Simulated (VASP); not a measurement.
# Sn2Sb3Te (P-3m1) in VASP: a series of runs

The runs below take Sn2Sb3Te through relaxation of cell and atoms, with PBE.

Program: VASP 6.6.1. These are calculated values, not measurements. Logs are shortened: lines on timing, memory, paths and dates and some standing lists are left out, and cuts for length are marked.

## (1) The cell of the first run

It takes space group P-3m1 (No. 164, trigonal). Conventional cell: a = 4.330 Å, b = 4.330 Å, c = 10.600 Å, α = 90.00°, β = 90.00°, γ = 120.00°. Sn (site symmetry 3m) has 6 Sb at 3.05 to 3.08 Å within 4.0 Å. Within 4.0 Å of Sb (site symmetry 3m) lie 3 Te at 3.05 Å and 3 Sn at 3.08 Å. Sb (site symmetry -3m) has 6 Sn at 3.05 Å within 4.0 Å. Te (site symmetry -3m) has 6 Sb at 3.05 Å within 4.0 Å.

## (2) Relaxation of cell and atoms, PBE

INCAR

```
SYSTEM = Sn2Sb3Te
ALGO = Fast
EDIFF = 1E-6
EDIFFG = -0.08
ENCUT = 600
GGA = PE
IBRION = 2
ISIF = 3
ISMEAR = 0
LASPH = .True.
LCHARG = .False.
LREAL = .False.
LWAVE = .False.
NELM = 60
NSW = 36
PREC = Accurate
SIGMA = 0.2
```

KPOINTS

```
k-points
0
Gamma
  4 4 2
  0 0 0
```

POSCAR

```
Sn2Sb3Te
1.0
    4.3300000000      0.0000000000      0.0000000000
   -2.1650000000      3.7498900000      0.0000000000
    0.0000000000      0.0000000000     10.6000000000
Sn Sb Te
2 3 1
Direct
    0.6666666700      0.3333333300      0.3350000000
    0.3333333300      0.6666666700      0.6650000000
    0.3333333300      0.6666666700      0.1650000000
    0.6666666700      0.3333333300      0.8350000000
    0.0000000000      0.0000000000      0.5000000000
    0.0000000000      0.0000000000      0.0000000000
```

Potentials or basis: VASP PAW PBE potentials, release 64 (Sn_d, Sb, Te).

Started as:

```sh
> cat potpaw_PBE.64/Sn_d/POTCAR potpaw_PBE.64/Sb/POTCAR potpaw_PBE.64/Te/POTCAR > POTCAR
> mpirun -np 1 vasp_std > vasp.out
```

OUTCAR:

```text
SYSTEM = Sn2Sb3Te
   EDIFF = 1E-6
   EDIFFG = -0.08
   ENCUT = 600
   GGA = PE
   IBRION = 2
   ISIF = 3
   ISMEAR = 0
   LASPH = .True.
   LREAL = .False.
   NELM = 60
   NSW = 36
   PREC = Accurate

 ion  position               nearest neighbor table
   1  0.667  0.333  0.335-   5 3.05   5 3.05   5 3.05   3 3.08   3 3.08   3 3.08
   2  0.333  0.667  0.665-   5 3.05   5 3.05   5 3.05   4 3.08   4 3.08   4 3.08
   3  0.333  0.667  0.165-   6 3.05   6 3.05   6 3.05   1 3.08   1 3.08   1 3.08
   4  0.667  0.333  0.835-   6 3.05   6 3.05   6 3.05   2 3.08   2 3.08   2 3.08
   5  0.000  0.000  0.500-   1 3.05   2 3.05   1 3.05   2 3.05   1 3.05   2 3.05
   6  0.000  0.000  0.000-   3 3.05   4 3.05   4 3.05   3 3.05   4 3.05   3 3.05

  LATTYP: Found a hexagonal cell.
 ALAT       =     4.3300000000
 C/A-ratio  =     2.4480369515

  Lattice vectors:

 A1 = (   4.3300000000,   0.0000000000,   0.0000000000)
 A2 = (  -2.1650000000,   3.7498900000,   0.0000000000)
 A3 = (   0.0000000000,   0.0000000000,  10.6000000000)

Analysis of symmetry for initial positions (statically):
=====================================================================
 Subroutine PRICEL returns:
 Original cell was already a primitive cell.

 Routine SETGRP: Setting up the symmetry group for a
 hexagonal supercell.

 Subroutine GETGRP returns: Found 12 space group operations
 (whereof 12 operations were pure point group operations)
 out of a pool of 24 trial point group operations.

The static configuration has the point symmetry D_3d.

Analysis of symmetry for dynamics (positions and initial velocities):
=====================================================================
 Subroutine PRICEL returns:
 Original cell was already a primitive cell.

 Routine SETGRP: Setting up the symmetry group for a
 hexagonal supercell.

 Subroutine GETGRP returns: Found 12 space group operations
 (whereof 12 operations were pure point group operations)
 out of a pool of 24 trial point group operations.

The dynamic configuration has the point symmetry D_3d.

 Subroutine INISYM returns: Found 12 space group operations
 (whereof 12 operations are pure point group operations),
 and found     1 'primitive' translations

----------------------------------------------------------------------------------------

                                     Primitive cell

  volume of cell :     172.1125

  direct lattice vectors                    reciprocal lattice vectors
[... 69 lines left out ...]
   PREC   = accura    normal or accurate (medium, high low for compatibility)
   ISTART =      0    job   : 0-new  1-cont  2-samecut
   ICHARG =      2    charge: 1-file 2-atom 10-const
   ISPIN  =      1    spin polarized calculation?
   LNONCOLLINEAR =      F non collinear calculations
   LSORBIT =      F    spin-orbit coupling
   LASPH  =      T    aspherical Exc in radial PAW
   ENCUT  =  600.0 eV  44.10 Ry    6.64 a.u.   8.65  8.65 21.17*2*pi/ulx,y,z
   NELM   =     60;   NELMIN=  2; NELMDL= -5     # of ELM steps
   EDIFF  = 0.1E-05   stopping-criterion for ELM
   LREAL  =      F    real-space projection
   EDIFFG = -.8E-01   stopping-criterion for IOM
   NSW    =     36    number of steps for IOM
   IBRION =      2    ionic relax: 0-MD 1-quasi-New 2-CG
   NFREE  =      1    steps in history (QN), initial steepest desc. (CG)
   ISIF   =      3    stress and relaxation
   ISYM   =      2    0-nonsym 1-usesym 2-fastsym
   POTIM  = 0.5000    time-step for ionic-motion
   TEBEG  =    0.0;   TEEND  =   0.0 temperature during run
   PSTRESS=    0.0 pullay stress
   NELECT =      49.0000    total number of electrons
   NUPDOWN=      -1.0000    fix difference up-down
   EMIN   =  10.00;   EMAX   =-10.00  energy-range for DOS
   EFERMI =   0.00;   METHOD = LEGACY
   ISMEAR =     0;   SIGMA  =   0.20  broadening in eV -4-tet -1-fermi 0-gaus
   EFERMI_NEDOS =   21; number of points for ismear=-14 and -15
   IALGO  =     68    algorithm
   IMIX   =      4    mixing-type and parameters
     AMIX     =   0.40;   BMIX     =  1.00
     AMIX_MAG =   1.60;   BMIX_MAG =  1.00
  volume/ion in A,a.u.               =      28.69       193.58
  Fermi-wavevector in a.u.,A,eV,Ry     =   1.076968  2.035174 15.780852  1.159860
  Thomas-Fermi vector in A             =   2.212867
   LORBIT       =      0    0 simple, 1 ext, 2 COOP (PROOUT), +10 PAW based schemes
   GGA     = PE    functional components
   LHFCALC =     F    Hartree Fock is set to
   AEXX    =    0.0000 exact exchange contribution
   IVDW    =     0    specifies the selected vdW correction
   LEPSILON=     F    determine dielectric tensor
   LRPA    =     F    only Hartree local field effects (RPA)
 conjugate gradient relaxation of ions
 non-spin polarized calculation
 RMM-DIIS sequential band-by-band and
 Gauss-broadening in eV      SIGMA  =   0.20
  energy-cutoff  :      600.00
  volume of cell :      172.11
 maximum number of plane-waves:      5778
 NGX is ok and might be reduce to    36
   NGX = 17   NGY = 17   NGZ = 43

--------------------------------------- Ionic step        1  -------------------------------------------

 number of electron      48.9999998 magnetization

 Free energy of the ion-electron system (eV)
  ---------------------------------------------------
  ext. energy  EPLUGINS =         0.00000000
  ---------------------------------------------------
  free energy    TOTEN  =       -23.04992379 eV

  energy without entropy =      -23.01785305  energy(sigma->0) =      -23.03388842

------------------------ aborting loop because EDIFF is reached ----------------------------------------

  FORCE on cell =-STRESS in cart. coord.  units (eV):
  Direction    XX          YY          ZZ          XY          YZ          ZX
  --------------------------------------------------------------------------------------
  -------------------------------------------------------------------------------------
  Total        3.1341098      3.1341098      2.2529014     -0.0000000      0.0000000      0.0000000
  in kB       29.1751098     29.1751099     20.9720305     -0.0000000      0.0000000      0.0000000
  external PRESSURE =      26.4407501 kB  Pullay stress =       0.0000000 kB
[... 227 lines left out ...]
--------------------------------------- Ionic step        7  -------------------------------------------

 number of electron      49.0000012 magnetization

 Free energy of the ion-electron system (eV)
  ---------------------------------------------------
  ext. energy  EPLUGINS =         0.00000000
  ---------------------------------------------------
  free energy    TOTEN  =       -23.18357908 eV

  energy without entropy =      -23.15654716  energy(sigma->0) =      -23.17006312

 E-fermi :   7.0525     XC(G=0):  -9.6683

 val. band max:        7.0498624344   @ k =   0.0000   0.0000   0.0000
 cond. band min:       7.1578171897   @ k =   0.0000   0.0000   0.0000
 fundamental gap:      0.1079547553
 Fermi energy:         7.0525464309

 k-point     1 :       0.0000    0.0000    0.0000
  band No.  band energies     occupation
      1     -14.3996      2.00000
      2     -14.3996      2.00000
      3     -14.3969      2.00000
      4     -14.3969      2.00000
      5     -14.3842      2.00000
      6     -14.3839      2.00000
[... 278 lines left out ...]
  FREE ENERGIE OF THE ION-ELECTRON SYSTEM (eV)
  ---------------------------------------------------
  free  energy   TOTEN  =       -23.1835790783 eV

  energy  without entropy=      -23.1565471573  energy(sigma->0) =      -23.17006312

 reached required accuracy - stopping structural energy minimisation
```

CONTCAR:

```text
Sn2Sb3Te
   1.00000000000000
     4.4401516490776549   -0.0000000000000000   -0.0000000000000000
    -2.2200758245388275    3.8452841264932918   -0.0000000000000000
    -0.0000000000000000   -0.0000000000000001   10.5528150831955756
  Sn              Sb              Te
     2     3     1
Direct
     0.6666666699999979    0.3333333300000021    0.3358289334101568
     0.3333333300000021    0.6666666699999979    0.6641710665898432
     0.3333333300000021    0.6666666699999979    0.1761498727901291
     0.6666666699999979    0.3333333300000021    0.8238501272098709
     0.0000000000000000    0.0000000000000000    0.5000000000000000
     0.0000000000000000    0.0000000000000000    0.0000000000000000

  0.00000000E+00  0.00000000E+00  0.00000000E+00
  0.00000000E+00  0.00000000E+00  0.00000000E+00
  0.00000000E+00  0.00000000E+00  0.00000000E+00
  0.00000000E+00  0.00000000E+00  0.00000000E+00
  0.00000000E+00  0.00000000E+00  0.00000000E+00
  0.00000000E+00  0.00000000E+00  0.00000000E+00
```

Wall time 7.2 min (1 thread of Oxide Virtual Turin-like, shared host); peak memory 0.35 GiB.

Results:

- Free energy: -23.1836 eV
- Relaxed volume: 30.03 Å³/atom
- Relaxed cell: a = 4.440 Å, b = 4.440 Å, c = 10.553 Å, α = 90.00°, β = 90.00°, γ = 120.00°
- Space group after relaxing (to 0.1 Å): P-3m1 (No. 164)
- Energy gained by relaxing: 22.3 meV/atom
- Ionic steps: 7
- Pressure after relaxing: -0.2 GPa
- Largest force after relaxing: 0.062 eV/Å
- Band gap on the k mesh: zero (an odd number of electrons rules out a gap without spin polarisation)

Forces on the atoms (eV/Å):
```
Sn   0.000  0.000  0.062
Sn   0.000  0.000 -0.062
Sb   0.000  0.000 -0.011
Sb   0.000  0.000  0.011
Sb   0.000  0.000  0.000
Te   0.000  0.000  0.000
```

The path:
```
step  energy change (eV)  largest force (eV/Å)  pressure (GPa)  volume (Å³)
   1              0.0000                0.6454            2.64       172.11
   2             -0.0826                0.3168           -1.10       184.17
   3             -0.0897                0.3824           -0.32       181.37
   4             -0.1069                0.3112           -0.24       180.74
   5             -0.1316                0.0899            0.12       179.02
   6             -0.1324                0.0830            0.23       178.63
   7             -0.1337                0.0619           -0.24       180.18
```

Final structure:
```
Sn Sb Te
1.0
     4.44015    0.00000    0.00000
    -2.22008    3.84528    0.00000
     0.00000    0.00000   10.55282
Sn Sb Te
2 3 1
Direct
  0.66667 0.33333 0.33583
  0.33333 0.66667 0.66417
  0.33333 0.66667 0.17615
  0.66667 0.33333 0.82385
  0.00000 0.00000 0.50000
  0.00000 0.00000 0.00000
```

Caveat: the k points lie up to 0.41 Å⁻¹ apart in the final cell, too coarse for converged energies and pressures of a metal; spin-orbit coupling is left out, which moves the levels of the heavy elements; an odd number of electrons without spin polarisation forces a metal; a magnetic or distorted state may lie lower; the relaxation stopped at a loose force limit of 0.08 eV/Å, so its end isn't a converged minimum.

## (3) Relaxation of cell and atoms, PBE

This run uses another cell than the first one, of 36.88 Å³/atom.

INCAR

```
SYSTEM = Sn2Sb3Te
  ALGO = Fast
  EDIFF = 1E-7
  EDIFFG = -0.08
  ENCUT = 600
  GGA = PE
  IBRION = 2
  ISIF = 3
  ISMEAR = 0
  LASPH = .TRUE.
  LCHARG = .FALSE.
  LREAL = .FALSE.
  LWAVE = .FALSE.
  NELM = 60
  NSW = 36
  PREC = Accurate
  SIGMA = 0.2
```

KPOINTS

```
k-points
0
G
  4 4 2
  0 0 0
```

POSCAR

```
Sn2Sb3Te
1.0
    4.8191523600      0.0000000000      0.0000000000
   -2.4095761800      4.1735083600      0.0000000000
    0.0000000000      0.0000000000     11.0022421500
Sn Sb Te
2 3 1
Direct
    0.3333333300      0.6666666700      0.3241748600
    0.6666666700      0.3333333300      0.6758251400
    0.0000000000      0.0000000000      0.2892344600
    0.0000000000      0.0000000000      0.7107655400
    0.0000000000      0.0000000000      0.0000000000
    0.0000000000      0.0000000000      0.5000000000
```

Potentials or basis: VASP PAW PBE potentials, release 64 (Sn_d, Sb, Te).

Started as:

```sh
> cat potpaw_PBE.64/Sn_d/POTCAR potpaw_PBE.64/Sb/POTCAR potpaw_PBE.64/Te/POTCAR > POTCAR
> mpirun -np 1 vasp_std > vasp.out
```

It took 30 min on 1 thread of Oxide Virtual Turin-like, shared host; peak memory 0.41 GiB.

The run converged. Its results:

* Free energy: -21.7936 eV
* Relaxed volume: 36.25 Å³/atom
* Relaxed cell: a = 4.411 Å, b = 4.411 Å, c = 12.905 Å, α = 90.00°, β = 90.00°, γ = 120.00°
* Space group after relaxing (to 0.1 Å): P-3m1 (No. 164)
* Energy gained by relaxing: 1116.1 meV/atom
* Ionic steps: 18
* Pressure after relaxing: 0.0 GPa
* Largest force after relaxing: 0.045 eV/Å
* Band gap on the k mesh: zero (an odd number of electrons rules out a gap without spin polarisation)

Forces in eV/Å, atoms in the order of the input:
```
Sn   0.000  0.000  0.045
Sn   0.000  0.000 -0.045
Sb   0.000  0.000  0.004
Sb   0.000  0.000 -0.004
Sb   0.000  0.000  0.000
Te   0.000  0.000  0.000
```

The path:
| step | energy change (eV) | largest force (eV/Å) | pressure (GPa) | volume (Å³) |
| --- | --- | --- | --- | --- |
| 1 | 0.0000 | 10.5142 | 15.09 | 221.29 |
| 2 | -3.4428 | 0.0362 | -4.96 | 346.86 |
| 3 | -5.0985 | 1.1449 | -2.16 | 280.93 |
| 4 | -5.1050 | 1.2082 | -1.99 | 279.12 |
| 5 | -5.1074 | 1.3313 | -1.66 | 275.87 |
| 6 | -5.4221 | 1.4524 | -0.92 | 260.88 |
| 7 | -5.8798 | 1.6498 | 3.51 | 219.13 |
| 8 | -6.0077 | 1.4668 | 3.51 | 217.32 |
| 9 | -6.3062 | 0.7973 | 3.52 | 211.91 |
| 10 | -6.3248 | 1.1645 | 4.52 | 201.09 |
| 11 | -6.4328 | 0.4437 | 3.77 | 206.60 |
| 12 | -6.6239 | 0.3054 | 1.68 | 213.16 |
| 13 | -6.6813 | 0.1176 | -0.71 | 222.84 |
| 14 | -6.6884 | 0.1618 | -0.21 | 220.50 |
| 15 | -6.6885 | 0.1684 | -0.13 | 220.22 |
| 16 | -6.6899 | 0.1546 | -0.11 | 219.94 |
| 17 | -6.6932 | 0.1189 | -0.06 | 219.12 |
| 18 | -6.6965 | 0.0450 | 0.03 | 217.48 |

Final structure:
```cif
data_structure
_symmetry_space_group_name_H-M 'P 1'
_symmetry_Int_Tables_number 1
_cell_length_a 4.4113
_cell_length_b 4.4113
_cell_length_c 12.9054
_cell_angle_alpha 90.000
_cell_angle_beta 90.000
_cell_angle_gamma 120.000
_cell_volume 217.48
loop_
_atom_site_label
_atom_site_type_symbol
_atom_site_fract_x
_atom_site_fract_y
_atom_site_fract_z
_atom_site_occupancy
Sn1 Sn 0.33333 0.66667 0.34023 1
Sn2 Sn 0.66667 0.33333 0.65977 1
Sb1 Sb 0.00000 0.00000 0.21845 1
Sb2 Sb 0.00000 0.00000 0.78155 1
Sb3 Sb 0.00000 0.00000 0.00000 1
Te1 Te 0.00000 0.00000 0.50000 1
```

Levels at points of the mesh, in eV from the Fermi level:
| k point | band 21 | band 22 | band 23 | band 24 | band 25 | band 26 | band 27 | band 28 |
| --- | --- | --- | --- | --- | --- | --- | --- | --- |
| (0.00, 0.00, 0.00) | -0.41 | -0.41 | -0.18 | -0.18 | 0.43 | 1.46 | 1.46 | 1.98 |
| (0.50, 0.00, 0.00) | -1.81 | -1.60 | -1.30 | -0.86 | -0.71 | 0.30 | 0.80 | 1.62 |
| (0.00, 0.00, 0.50) | -0.65 | -0.65 | 0.19 | 0.19 | 0.87 | 1.12 | 1.12 | 2.00 |
| (0.50, 0.00, 0.50) | -2.46 | -1.75 | -0.84 | -0.53 | -0.23 | 0.44 | 1.04 | 1.23 |

Caveat: the k points lie up to 0.41 Å⁻¹ apart in the final cell, too coarse for converged energies and pressures of a metal; a cell axis changed by over 15 % at a fixed basis, so the end point is rough; spin-orbit coupling is left out, which moves the levels of the heavy elements; an odd number of electrons without spin polarisation forces a metal; a magnetic or distorted state may lie lower; the relaxation stopped at a loose force limit of 0.08 eV/Å, so its end isn't a converged minimum.

The gap in the log of VASP goes by the Fermi energy; the results here count the filled bands.